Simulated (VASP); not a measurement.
Input of a VASP 6.6.1 run:

Contents of INCAR:

```
PREC = Accurate ; ENCUT = 520
EDIFF = 1E-7 ; ISMEAR = 0
SIGMA = 0.02 ; LREAL = F
LASPH = T ; NELM = 100
ALGO = Normal ; ISIF = 2
LWAVE = F ; LCHARG = F
GGA = PE ; NBANDS = 21
```

The input KPOINTS:

```
Automatic mesh
0
Gamma
  12 12 4
```

File POSCAR:

```
SiC2
1.0
    2.9475127853      0.0000000000      0.0000000000
   -1.4737563927      2.5526209501      0.0000000000
    0.0000000000      0.0000000000      7.2629277660
Si C
2 4
Direct
    0.3333333333      0.6666666667      0.2960767878
    0.6666666667      0.3333333333      0.7039232122
    0.0000000000      0.0000000000      0.6102534372
    0.6666666667      0.3333333333      0.9652910227
    0.0000000000      0.0000000000      0.3897465628
    0.3333333333      0.6666666667      0.0347089773
```

Potentials or basis: VASP PAW PBE potentials, release 64 (Si, C).

Run with:

```sh
$ cat potpaw_PBE.64/Si/POTCAR potpaw_PBE.64/C/POTCAR > POTCAR
$ mpirun -np 1 vasp_std > vasp.out
```

Question: Estimate the largest force.

Answer: 0.031 eV/Å.

Question: What does it give for the pressure?

Answer: 0.0 GPa.

Forces in eV/Å, atoms in the order of the input:
```
Si   0.000  0.000  0.010
Si   0.000  0.000 -0.010
C    0.000  0.000  0.031
C    0.000  0.000 -0.014
C    0.000  0.000 -0.031
C    0.000  0.000  0.014
```
